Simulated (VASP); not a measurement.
# Ge (Fd-3m) in VASP: further runs, part 2 of 2

VASP 6.6.1. The steps go on from the part before.

**3. Single point, r2SCAN**

POSCAR

```
Ge
1.0
    0.0000000000      2.8360149687      2.8360149687
    2.8360149687      0.0000000000      2.8360149687
    2.8360149687      2.8360149687      0.0000000000
Ge
2
Direct
    0.5000000000      0.5000000000      0.5000000000
    0.7500000000      0.7500000000      0.7500000000
```

INCAR.step1

```
ALGO     = Normal         # electronic algorithm
EDIFF    = 1E-4           # SCF threshold, eV
ENCUT    = 520            # plane-wave cutoff, eV
GGA      = PE             # functional
ISMEAR   = -1             # smearing method
LASPH    = True           # aspherical terms in the spheres
LCHARG   = False          # write CHGCAR
LREAL    = False          # projectors in reciprocal space
LWAVE    = True           # write WAVECAR
NBANDS   = 21             # bands
NELM     = 100            # most SCF steps
PREC     = Accurate       # precision mode
SIGMA    = 0.05           # smearing width, eV
```

INCAR.step2

```
ALGO     = Normal         # electronic algorithm
EDIFF    = 1E-6           # SCF threshold, eV
ENCUT    = 520            # plane-wave cutoff, eV
ISIF     = 2              # what is computed and relaxed
ISMEAR   = -1             # smearing method
ISTART   = 1            
LASPH    = True           # aspherical terms in the spheres
LCHARG   = False          # write CHGCAR
LMIXTAU  = True         
LREAL    = False          # projectors in reciprocal space
LWAVE    = False          # write WAVECAR
METAGGA  = R2SCAN         # meta-GGA
NBANDS   = 21             # bands
NELM     = 100            # most SCF steps
PREC     = Accurate       # precision mode
SIGMA    = 0.05           # smearing width, eV
```

KPOINTS

```
k-points
0
Gamma
  14 14 14
```

Potentials or basis: VASP PAW PBE potentials, release 64 (Ge_d).

Started as:

```sh
> cat potpaw_PBE.64/Ge_d/POTCAR > POTCAR
> cp INCAR.step1 INCAR
> mpirun -np 1 vasp_std > vasp.out
> cp INCAR.step2 INCAR
> mpirun -np 1 vasp_std > vasp.out
```

OUTCAR:

```text
EDIFF = 1E-6
   ENCUT = 520
   ISIF = 2
   ISMEAR = -1
   ISTART = 1
   LASPH = True
   LREAL = False
   METAGGA = R2SCAN
   NELM = 100
   PREC = Accurate

 ion  position               nearest neighbor table
   1  0.500  0.500  0.500-   2 2.46   2 2.46   2 2.46   2 2.46
   2  0.750  0.750  0.750-   1 2.46   1 2.46   1 2.46   1 2.46

  LATTYP: Found a face centered cubic cell.
 ALAT       =     5.6720299374

  Lattice vectors:

 A1 = (   0.0000000000,   2.8360149687,   2.8360149687)
 A2 = (   2.8360149687,   0.0000000000,   2.8360149687)
 A3 = (   2.8360149687,   2.8360149687,   0.0000000000)

Analysis of symmetry for initial positions (statically):
=====================================================================
 Subroutine PRICEL returns:
 Original cell was already a primitive cell.

 Routine SETGRP: Setting up the symmetry group for a
 face centered cubic supercell.

 Subroutine GETGRP returns: Found 48 space group operations
 (whereof 24 operations were pure point group operations)
 out of a pool of 48 trial point group operations.
[... 160 lines left out ...]
  ---------------------------------------------------
  free energy    TOTEN  =       -27.74492290 eV

  energy without entropy =      -27.74487270  energy(sigma->0) =      -27.74489780

 E-fermi :   4.9123     XC(G=0): -10.7804

 val. band max:        4.7268870302   @ k =   0.0000   0.0000   0.0000
 cond. band min:       5.0577702359   @ k =   0.0000   0.0000   0.0000
 fundamental gap:      0.3308832057
 Fermi energy:         4.9122512658

 k-point     1 :       0.0000    0.0000    0.0000
  band No.  band energies     occupation
      1     -20.7569      2.00000
      2     -20.7569      2.00000
      3     -20.7569      2.00000
      4     -20.7181      2.00000
      5     -20.7181      2.00000
      6     -20.5046      2.00000
[... 565 lines left out ...]
     20      14.6618      0.00000
     21      15.0216      0.00000

 [... further k-points ...]

------------------------ aborting loop because EDIFF is reached ----------------------------------------

  FORCE on cell =-STRESS in cart. coord.  units (eV):
  Direction    XX          YY          ZZ          XY          YZ          ZX
  --------------------------------------------------------------------------------------
  -------------------------------------------------------------------------------------
  Total        0.0506092      0.0506092      0.0506092      0.0000000      0.0000000     -0.0000000
  in kB        1.7773957      1.7773957      1.7773957      0.0000000      0.0000000     -0.0000000
  external PRESSURE =       1.7773957 kB  Pullay stress =       0.0000000 kB

 VOLUME and BASIS-vectors are now :
 -----------------------------------------------------------------------------
  energy-cutoff  :      520.00
  volume of cell :       45.62
      direct lattice vectors                 reciprocal lattice vectors
     0.000000000  2.836014969  2.836014969    -0.176303724  0.176303724  0.176303724
     2.836014969  0.000000000  2.836014969     0.176303724 -0.176303724  0.176303724
     2.836014969  2.836014969  0.000000000     0.176303724  0.176303724 -0.176303724

 POSITION                                       TOTAL-FORCE (eV/Angst)
 -----------------------------------------------------------------------------------
      2.83601      2.83601      2.83601        -0.000000      0.000000      0.000000
      4.25402      4.25402      4.25402         0.000000     -0.000000     -0.000000
 -----------------------------------------------------------------------------------
    total drift:                                0.000000     -0.000000     -0.000000

  FREE ENERGIE OF THE ION-ELECTRON SYSTEM (eV)
  ---------------------------------------------------
  free  energy   TOTEN  =       -27.7449228951 eV

  energy  without entropy=      -27.7448727001  energy(sigma->0) =      -27.74489780
```

OUTCAR.step1:

```text
EDIFF = 1E-4
   ENCUT = 520
   GGA = PE
   ISMEAR = -1
   LASPH = True
[... 799 lines left out ...]
      2.83601      2.83601      2.83601         0.000000      0.000000      0.000000
      4.25402      4.25402      4.25402        -0.000000     -0.000000     -0.000000
 -----------------------------------------------------------------------------------
    total drift:                                0.000000     -0.000000     -0.000000

  FREE ENERGIE OF THE ION-ELECTRON SYSTEM (eV)
  ---------------------------------------------------
  free  energy   TOTEN  =        -9.0169161704 eV

  energy  without entropy=       -9.0165857984  energy(sigma->0) =       -9.01675098
```

OSZICAR.step1:

```text
N       E                     dE             d eps       ncg     rms          rms(c)
DAV:   1     0.194337767671E+03    0.19434E+03   -0.14636E+04  5004   0.364E+03
DAV:   2     0.192652175557E+02   -0.17507E+03   -0.16972E+03  4368   0.626E+02
DAV:   3    -0.817178108216E+01   -0.27437E+02   -0.27263E+02  4973   0.145E+02
DAV:   4    -0.908673159355E+01   -0.91495E+00   -0.91426E+00  5008   0.308E+01
DAV:   5    -0.910181282530E+01   -0.15081E-01   -0.15081E-01  4958   0.441E+00    0.317E+00
DAV:   6    -0.904491877172E+01    0.56894E-01   -0.21553E-02  5007   0.145E+00    0.188E+00
DAV:   7    -0.901504028743E+01    0.29878E-01   -0.46820E-02  4852   0.193E+00    0.145E-01
DAV:   8    -0.901668952632E+01   -0.16492E-02   -0.56566E-03  4898   0.899E-01    0.434E-02
DAV:   9    -0.901690196345E+01   -0.21244E-03   -0.24931E-04  4076   0.171E-01    0.136E-02
DAV:  10    -0.901691617039E+01   -0.14207E-04   -0.26276E-05  3375   0.534E-02
   1 F= -.90169162E+01 E0= -.90167510E+01  d E =-.330372E-03
```

Run time: 4.7 min. Hardware: 1 thread of Intel Xeon Platinum 8375C at 2.90GHz (Ice Lake), shared host; peak memory 0.22 GiB.

Results:

```yaml
Free_energy: -27.7449 eV
Pressure: 0.2 GPa
Band_gap_on_the_k_mesh: 0.33 eV, direct
```

Caveat: the PAW data sets were made with another functional, which shifts forces and pressure a little. A k mesh can miss the band edges.
